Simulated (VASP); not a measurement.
# Sb (Pm-3m) in VASP: notebook, part 2 of 2

VASP 6.6.1. The steps go on from the part before.

## Step 3: Single point, r2SCAN

This run uses another cell than the first one, of 31.55 Å³/atom, 1.011 times its volume.

POSCAR

```
Sb
1.0
    3.1600000000      0.0000000000      0.0000000000
    0.0000000000      3.1600000000      0.0000000000
    0.0000000000      0.0000000000      3.1600000000
Sb
1
Direct
    0.0000000000      0.0000000000      0.0000000000
```

INCAR.step1

```
ALGO = Normal ; EDIFF = 1E-4
ENCUT = 520 ; GGA = PE
ISMEAR = 0 ; LASPH = T
LCHARG = F ; LREAL = F
LWAVE = T ; NBANDS = 8
NELM = 100 ; PREC = Accurate
SIGMA = 0.1
```

INCAR.step2

```
ALGO = Normal ; EDIFF = 1E-7
ENCUT = 520 ; ISIF = 2
ISMEAR = 0 ; ISTART = 1
LASPH = T ; LCHARG = F
LMIXTAU = T ; LREAL = F
LWAVE = F ; METAGGA = R2SCAN
NBANDS = 8 ; NELM = 100
PREC = Accurate ; SIGMA = 0.1
```

KPOINTS

```
k-points
0
Gamma
  14 14 14
```

Potentials or basis: VASP PAW PBE potentials, release 64 (Sb).

Run with:

```bash
$ cat potpaw_PBE.64/Sb/POTCAR > POTCAR
$ cp INCAR.step1 INCAR
$ mpirun -np 1 vasp_std > vasp.out
$ cp INCAR.step2 INCAR
$ mpirun -np 1 vasp_std > vasp.out
```

OUTCAR:

```text
EDIFF = 1E-7
   ENCUT = 520
   ISIF = 2
   ISMEAR = 0
   ISTART = 1
   LASPH = T
   LREAL = F
   METAGGA = R2SCAN
   NELM = 100
   PREC = Accurate

 ion  position               nearest neighbor table
   1  0.000  0.000  0.000-

  LATTYP: Found a simple cubic cell.
 ALAT       =     3.1600000000

  Lattice vectors:

 A1 = (   3.1600000000,   0.0000000000,   0.0000000000)
 A2 = (   0.0000000000,   3.1600000000,   0.0000000000)
 A3 = (   0.0000000000,   0.0000000000,   3.1600000000)

Analysis of symmetry for initial positions (statically):
=====================================================================
 Subroutine PRICEL returns:
 Original cell was already a primitive cell.

 Routine SETGRP: Setting up the symmetry group for a
 simple cubic supercell.

 Subroutine GETGRP returns: Found 48 space group operations
 (whereof 48 operations were pure point group operations)
 out of a pool of 48 trial point group operations.

The static configuration has the point symmetry O_h .

Analysis of symmetry for dynamics (positions and initial velocities):
=====================================================================
 Subroutine PRICEL returns:
 Original cell was already a primitive cell.

 Routine SETGRP: Setting up the symmetry group for a
 simple cubic supercell.

 Subroutine GETGRP returns: Found 48 space group operations
 (whereof 48 operations were pure point group operations)
 out of a pool of 48 trial point group operations.

The dynamic configuration has the point symmetry O_h .

 Subroutine INISYM returns: Found 48 space group operations
 (whereof 48 operations are pure point group operations),
 and found     1 'primitive' translations

----------------------------------------------------------------------------------------

                                     Primitive cell

  volume of cell :      31.5545

  direct lattice vectors                    reciprocal lattice vectors
     3.160000000  0.000000000  0.000000000     0.316455696  0.000000000  0.000000000
[... 101 lines left out ...]
   IALGO  =     38    algorithm
   IMIX   =      4    mixing-type and parameters
     AMIX     =   0.40;   BMIX     =  1.00
     AMIX_MAG =   1.60;   BMIX_MAG =  1.00
  volume/ion in A,a.u.               =      31.55       212.94
  Fermi-wavevector in a.u.,A,eV,Ry     =   0.885886  1.674081 10.677766  0.784794
  Thomas-Fermi vector in A             =   2.006979
   LORBIT       =      0    0 simple, 1 ext, 2 COOP (PROOUT), +10 PAW based schemes
   METAGGA = R2SCAN    functional components
   LHFCALC =     F    Hartree Fock is set to
   AEXX    =    0.0000 exact exchange contribution
   IVDW    =     0    specifies the selected vdW correction
   LEPSILON=     F    determine dielectric tensor
   LRPA    =     F    only Hartree local field effects (RPA)
 non-spin polarized calculation
 Gauss-broadening in eV      SIGMA  =   0.10
  energy-cutoff  :      520.00
  volume of cell :       31.55
 maximum number of plane-waves:       876
 NGX is ok and might be reduce to    24
   NGX = 11   NGY = 11   NGZ = 11

 number of electron       5.0000001 magnetization

 Free energy of the ion-electron system (eV)
  ---------------------------------------------------
  ext. energy  EPLUGINS =         0.00000000
  ---------------------------------------------------
  free energy    TOTEN  =       -25.62050612 eV

  energy without entropy =      -25.61759365  energy(sigma->0) =      -25.61904989

 E-fermi :   6.2889     XC(G=0):  -9.8572

 val. band max:        6.2677144635   @ k =   0.2143   0.2143   0.2143
 cond. band min:       6.2950421669   @ k =   0.5000   0.2857   0.2143
 fundamental gap:      0.0273277034
 Fermi energy:         6.2889020199

 k-point     1 :       0.0000    0.0000    0.0000
  band No.  band energies     occupation
      1      -6.1750      2.00000
      2       9.6533      0.00000
      3       9.6533      0.00000
      4       9.6533      0.00000
      5      13.5643      0.00000
      6      13.5643      0.00000
      7      15.1333      0.00000
      8      24.4931      0.00000
[... 243 lines left out ...]
 k-point    24 :       0.3571    0.2143    0.0000
  band No.  band energies     occupation
      1      -3.8604      2.00000
      2       2.8793      2.00000
      3       6.8276      0.00000
      4      11.7319      0.00000
      5      13.8508      0.00000
      6      16.2749      0.00000
      7      19.6221      0.00000
      8      19.9651      0.00000

 [... further k-points ...]
[... 5 lines left out ...]
  --------------------------------------------------------------------------------------
  -------------------------------------------------------------------------------------
  Total       -0.6959973     -0.6959973     -0.6959973     -0.0000000     -0.0000000      0.0000000
  in kB      -35.3392148    -35.3392148    -35.3392148     -0.0000000     -0.0000000      0.0000000
  external PRESSURE =     -35.3392148 kB  Pullay stress =       0.0000000 kB

 VOLUME and BASIS-vectors are now :
 -----------------------------------------------------------------------------
  energy-cutoff  :      520.00
  volume of cell :       31.55
      direct lattice vectors                 reciprocal lattice vectors
     3.160000000  0.000000000  0.000000000     0.316455696  0.000000000  0.000000000
     0.000000000  3.160000000  0.000000000     0.000000000  0.316455696  0.000000000
     0.000000000  0.000000000  3.160000000     0.000000000  0.000000000  0.316455696

 POSITION                                       TOTAL-FORCE (eV/Angst)
 -----------------------------------------------------------------------------------
      0.00000      0.00000      0.00000         0.000000      0.000000      0.000000
 -----------------------------------------------------------------------------------
    total drift:                                0.000000      0.000000      0.000000

  FREE ENERGIE OF THE ION-ELECTRON SYSTEM (eV)
  ---------------------------------------------------
  free  energy   TOTEN  =       -25.6205061216 eV

  energy  without entropy=      -25.6175936531  energy(sigma->0) =      -25.61904989
```

OUTCAR.step1:

```text
EDIFF = 1E-4
   ENCUT = 520
   GGA = PE
   ISMEAR = 0
   LASPH = T
[... 480 lines left out ...]

 POSITION                                       TOTAL-FORCE (eV/Angst)
 -----------------------------------------------------------------------------------
      0.00000      0.00000      0.00000         0.000000      0.000000      0.000000
 -----------------------------------------------------------------------------------
    total drift:                                0.000000      0.000000      0.000000

  FREE ENERGIE OF THE ION-ELECTRON SYSTEM (eV)
  ---------------------------------------------------
  free  energy   TOTEN  =        -4.0850785103 eV

  energy  without entropy=       -4.0816293467  energy(sigma->0) =       -4.08335393
```

OSZICAR.step1:

```text
N       E                     dE             d eps       ncg     rms          rms(c)
DAV:   1     0.560809027011E+01    0.56081E+01   -0.15792E+03  1920   0.397E+02
DAV:   2    -0.395318925791E+01   -0.95613E+01   -0.90222E+01  2744   0.519E+01
DAV:   3    -0.407952842401E+01   -0.12634E+00   -0.12608E+00  2296   0.677E+00
DAV:   4    -0.408010784039E+01   -0.57942E-03   -0.57939E-03  2920   0.543E-01
DAV:   5    -0.408010995347E+01   -0.21131E-05   -0.21122E-05  2408   0.216E-02    0.175E+00
DAV:   6    -0.408299282397E+01   -0.28829E-02   -0.10561E-03  2448   0.205E-01    0.103E+00
DAV:   7    -0.408502017556E+01   -0.20274E-02   -0.25500E-03  2136   0.312E-01    0.805E-02
DAV:   8    -0.408507851031E+01   -0.58335E-04   -0.92509E-05  2504   0.643E-02
   1 F= -.40850785E+01 E0= -.40833539E+01  d E =-.344916E-02
```

Run time: 23 s. Hardware: 1 thread of Intel Xeon 6975P-C (Granite Rapids), shared host; peak memory 0.15 GiB.

What came out:

```yaml
Free_energy: -25.6205 eV
Pressure: -3.5 GPa
```

Levels at points of the mesh, in eV from the Fermi level:
| k point | band 1 | band 2 | band 3 | band 4 | band 5 | band 6 | band 7 |
| --- | --- | --- | --- | --- | --- | --- | --- |
| (0.00, 0.00, 0.00) | -12.46 | 3.36 | 3.36 | 3.36 | 7.28 | 7.28 | 8.84 |
| (0.50, 0.00, 0.00) | -10.10 | -5.40 | 5.31 | 5.31 | 9.26 | 11.24 | 11.90 |
| (0.50, 0.50, 0.00) | -7.57 | -3.45 | -3.45 | 2.76 | 7.29 | 13.12 | 13.75 |
| (0.50, 0.50, 0.50) | -4.73 | -1.62 | -1.62 | -1.62 | 5.34 | 5.34 | 5.34 |

Caveat: the PAW data sets were made with another functional, which shifts forces and pressure a little; spin-orbit coupling is left out, which moves the levels of the heavy elements.
